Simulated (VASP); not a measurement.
Wanted: the native input for a VASP 6.6.1 run.

* Task: relaxation of cell and atoms
* Functional: PBE
* Potentials or basis: VASP PAW PBE potentials, release 64 (Al, Cu)
* Cutoff: 600 eV
* k mesh: 6 × 6 × 6
* Occupations: gaussian, width 0.1 eV
* Spin: no spin polarisation
* Dipole correction: no
* Further INCAR settings: ALGO = Fast; EDIFF = 1e-07; IBRION = 2; EDIFFG = -0.01; NSW = 100; ISIF = 3

The structure of Al2Cu lies in POSCAR:

```
Al2Cu
1.0
    0.0000000000      5.2347182510      5.2347182510
    5.2347182510      0.0000000000      5.2347182510
    5.2347182510      5.2347182510      0.0000000000
Al Cu
4 2
Direct
    0.1250000000      0.1250000000      0.1250000000
    0.1250000000      0.1250000000      0.6250000000
    0.1250000000      0.6250000000      0.1250000000
    0.6250000000      0.1250000000      0.1250000000
    0.0000000000      0.0000000000      0.0000000000
    0.2500000000      0.2500000000      0.2500000000
```

The cell was built from a structure type or drawn by symmetry, and may not be a known phase.

The input as run:

INCAR

```
SYSTEM = Al2Cu
PREC = Accurate ; ENCUT = 600
EDIFF = 1E-7 ; ISMEAR = 0
SIGMA = 0.1 ; LREAL = .False.
LASPH = .True. ; NELM = 60
ALGO = Fast ; ISIF = 3
LWAVE = .False. ; LCHARG = .False.
GGA = PE ; IBRION = 2
NSW = 100 ; EDIFFG = -0.01
```

KPOINTS

```
regular mesh
0
Gamma
  6 6 6
  0 0 0
```

Potentials or basis: VASP PAW PBE potentials, release 64 (Al, Cu).

The run is started by

```sh
$ cat potpaw_PBE.64/Al/POTCAR potpaw_PBE.64/Cu/POTCAR > POTCAR
$ mpirun -np 1 vasp_std > vasp.out
```

It gave:

```json
{
  "Relaxed volume": "48.67 Å³/atom",
  "Relaxed cell": "a = 7.447 Å, b = 7.447 Å, c = 7.447 Å, α = 60.00°, β = 60.00°, γ = 60.00°",
  "Space group after relaxing (to 0.1 Å)": "Fd-3m (No. 227)",
  "Energy gained by relaxing": "0.8 meV/atom",
  "Ionic steps": "4",
  "Pressure after relaxing": "0.0 GPa",
  "Band gap on the k mesh": "zero (bands 17 and 18 overlap by 1.29 eV)"
}
```

It took 7.5 min on 1 thread of AMD EPYC 9R45 96-Core Processor (Zen 5), with other jobs on the host, peak memory 0.56 GiB.
